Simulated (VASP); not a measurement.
Set up this calculation in VASP 6.6.1, as the native input.

```yaml
Task: single point
Functional: PBE
Potentials_or_basis: VASP PAW PBE potentials, release 64 (Ta_pv, N)
Cutoff: 520 eV
k_mesh: 18 × 18 × 18
Occupations: gaussian, width 0.02 eV
Spin: no spin polarisation
Dipole_correction: no
Further_INCAR_settings: ALGO = Normal; EDIFF = 1e-07; NBANDS = 15
```

The structure of TaN lies in POSCAR:

```
TaN
1.0
    0.0000000000      2.3969000000      2.1790000000
    1.9611000000      0.0000000000      2.1790000000
    1.9611000000      2.3969000000      0.0000000000
Ta N
1 1
Direct
    0.5000000000      0.5000000000      0.5000000000
    0.0000000000      0.0000000000      0.0000000000
```

This cell differs from its parent crystal: strain -0.1000 x Voigt [1, -1, 0, 0, 0, 0].

These files were run (other wordings do the same):

INCAR

```
SYSTEM = TaN
PREC = Accurate ; ENCUT = 520
EDIFF = 1E-7 ; ISMEAR = 0
SIGMA = 0.02 ; LREAL = .False.
LASPH = .True. ; NELM = 60
ALGO = Normal ; ISIF = 2
LWAVE = .False. ; LCHARG = .False.
GGA = PE ; NBANDS = 15
```

KPOINTS

```
Automatic mesh
0
Gamma
  18 18 18
  0 0 0
```

Potentials or basis: VASP PAW PBE potentials, release 64 (Ta_pv, N).

Command:

```console
$ cat potpaw_PBE.64/Ta_pv/POTCAR potpaw_PBE.64/N/POTCAR > POTCAR
$ mpirun -np 1 vasp_std > vasp.out
```

It gave:

* Pressure: 48.0 GPa
* Band gap on the k mesh: zero (band 8 reaches 11.61 eV, above the bottom of band 9 at 7.44 eV)

Caveat: the cell differs from its parent crystal (strain -0.1000 x Voigt [1, -1, 0, 0, 0, 0]); spin-orbit coupling is left out, which moves the levels of the heavy elements.

Run time: 2.7 min on 1 thread of Intel(R) Xeon(R) Platinum 8259CL CPU @ 2.50GHz (Skylake/Cascade Lake), with other jobs on the host, peak memory 0.37 GiB.
